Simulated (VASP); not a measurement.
A run of VASP 6.6.1 is set up as follows.

INCAR

```
  PREC = Accurate
  ENCUT = 600
  EDIFF = 1E-6
  ISMEAR = 1
  SIGMA = 0.2
  LREAL = F
  LASPH = T
  NELM = 80
  ALGO = Normal
  ISIF = 3
  LWAVE = F
  LCHARG = F
  GGA = PE
  IBRION = 2
  NSW = 80
  EDIFFG = -0.005
```

File KPOINTS:

```
Automatic mesh
0
Gamma
  10 10 10
```

POSCAR

```
Sn
1.0
   -2.0291894110      2.0291894110      1.6607599896
    2.0291894110     -2.0291894110      1.6607599896
    2.0291894110      2.0291894110     -1.6607599896
Sn
1
Direct
    0.0000000000      0.0000000000      0.0000000000
```

Potentials or basis: VASP PAW PBE potentials, release 64 (Sn_d).

Command:

```bash
$ cat potpaw_PBE.64/Sn_d/POTCAR > POTCAR
$ mpirun -np 1 vasp_std > vasp.out
```

Problem. What does it give for the relaxed cell?

Solution. a = 3.329 Å, b = 3.329 Å, c = 3.329 Å, α = 104.81°, β = 104.81°, γ = 119.27°.

Problem. What does it give for the band gap on the k mesh?

Solution. Zero (bands 7 and 8 overlap by 8.78 eV).

Final structure:
```cif
data_structure
_symmetry_space_group_name_H-M 'P 1'
_symmetry_Int_Tables_number 1
_cell_length_a 3.3293
_cell_length_b 3.3293
_cell_length_c 3.3293
_cell_angle_alpha 104.806
_cell_angle_beta 104.806
_cell_angle_gamma 119.269
_cell_volume 27.78
loop_
_atom_site_label
_atom_site_type_symbol
_atom_site_fract_x
_atom_site_fract_y
_atom_site_fract_z
_atom_site_occupancy
Sn1 Sn 0.00000 0.00000 0.00000 1
```

Caveat: spin-orbit coupling is left out, which moves the levels of the heavy elements.
